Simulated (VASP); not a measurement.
A run of VASP 6.6.1:

Contents of INCAR:

```
SYSTEM = Pd
ALGO = Normal
EDIFF = 1E-6
ENCUT = 520
ISIF = 2
ISMEAR = -1
LASPH = .TRUE.
LCHARG = .FALSE.
LREAL = .FALSE.
LWAVE = .FALSE.
NBANDS = 11
NELM = 80
PREC = Accurate
SIGMA = 0.05
```

KPOINTS

```
k-points
0
G
  12 12 12
  0 0 0
```

Contents of POSCAR:

```
Pd
1.0
   -1.5617284606      1.5617284606      1.5617284606
    1.5617284606     -1.5617284606      1.5617284606
    1.5617284606      1.5617284606     -1.5617284606
Pd
1
Direct
    0.0000000000      0.0000000000      0.0000000000
```

Potentials or basis: VASP PAW LDA potentials, release 64 (Pd).

Run with:

```console
$ cat potpaw_LDA.64/Pd/POTCAR > POTCAR
$ mpirun -np 1 vasp_std > vasp.out
```

Hardware: 1 thread of Intel(R) Xeon(R) 6975P-C (Granite Rapids) (shared host).

**Question.** Estimate the wall time of this run.

**Answer.** Run time: 4.1 s on 1 thread of Intel(R) Xeon(R) 6975P-C (Granite Rapids), on a shared host, peak memory 0.12 GiB. Counts: scf iterations 11, k points 72.
